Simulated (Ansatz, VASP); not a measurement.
**ZnSe in VASP and in Ansatz**

Contents of POSCAR:

```
ZnSe
1.0
    0.0000000000      2.8338000000      2.8338000000
    2.8338000000      0.0000000000      2.8338000000
    2.8338000000      2.8338000000      0.0000000000
Se Zn
1 1
Direct
    0.7500000000      0.7500000000      0.7500000000
    0.0000000000      0.0000000000      0.0000000000
```

The input INCAR.step1:

```
SYSTEM = ZnSe
PREC     = Accurate       ! precision mode
ENCUT    = 520            ! plane-wave cutoff, eV
EDIFF    = 1E-5           ! SCF threshold, eV
ISMEAR   = -1             ! smearing method
SIGMA    = 0.05           ! smearing width, eV
LREAL    = .False.        ! projectors in reciprocal space
LASPH    = .True.         ! aspherical terms in the spheres
NELM     = 60             ! most SCF steps
ALGO     = Normal         ! electronic algorithm
ISIF     = 2              ! what is computed and relaxed
LWAVE    = .True.         ! write WAVECAR
LCHARG   = .False.        ! write CHGCAR
GGA      = PE             ! functional
NBANDS   = 16             ! bands
```

INCAR.step2

```
SYSTEM = ZnSe
PREC     = Accurate       ! precision mode
ENCUT    = 520            ! plane-wave cutoff, eV
EDIFF    = 1E-6           ! SCF threshold, eV
ISMEAR   = -1             ! smearing method
SIGMA    = 0.05           ! smearing width, eV
LREAL    = .False.        ! projectors in reciprocal space
LASPH    = .True.         ! aspherical terms in the spheres
NELM     = 60             ! most SCF steps
ALGO     = Normal         ! electronic algorithm
ISIF     = 2              ! what is computed and relaxed
LWAVE    = .False.        ! write WAVECAR
LCHARG   = .False.        ! write CHGCAR
GGA      = PE             ! functional
LHFCALC  = .True.         ! exact exchange
AEXX     = 0.25           ! exact-exchange fraction
HFSCREEN = 0.6            ! screening, 1/A
PRECFOCK = Normal       
ISTART   = 1            
NBANDS   = 16             ! bands
```

The input KPOINTS:

```
regular mesh
0
Gamma
  4 4 4
  0 0 0
```

Contents of input.yaml:

```yaml
crystal:
  lattice:
    - [0.0, 2.8338, 2.8338]
    - [2.8338, 0.0, 2.8338]
    - [2.8338, 2.8338, 0.0]
  atoms:
    - { symbol: Se, position: [0.75, 0.75, 0.75] }
    - { symbol: Zn, position: [0.0, 0.0, 0.0] }
hamiltonian:
  xc: { exchange: pbe, correlation: pbe, exx: { coeff: 0.25, omega: 0.6 } }
  pseudopotentials: { kind: paw }
kpoints:
  mp_grid: { grid: [4, 4, 4] }
scf:
  occupations: { method: fermi_dirac, width: 0.05 }
output:
  forces: true
  stress: true
  eigenvalues: true
```

Alike in both runs: task single point; functional PBE-based screened hybrid; k mesh 4 × 4 × 4; occupations fermi-dirac, width 0.05 eV; no spin polarisation.

|  | VASP | Ansatz |
| --- | --- | --- |
| version | VASP 6.6.1 | Ansatz 0.2.0 |
| potentials or method | VASP PAW PBE potentials, release 64 (Se, Zn) | Ansatz PAW |
| plane-wave cutoff (eV) | 520 | 420 |
| valence electrons in the cell | 18 | 28 |

|  | VASP | Ansatz | Ansatz less VASP |
| --- | --- | --- | --- |
| gap on the k mesh at the Fermi level (eV) | 1.84 | 1.85 | +0.008 |
| least direct gap on the mesh (eV) | 1.84 | 1.85 | +0.008 |
| pressure (GPa) | 2.2 | 2.2 | +0.01 |

VASP's potentials were made for PBE, not for PBE-based screened hybrid. VASP's potentials hold 18 valence electrons a cell and Ansatz's 28, so a difference there can come from the potentials and not from the codes.

The k mesh is coarse, so the values compare programs but aren't converged.
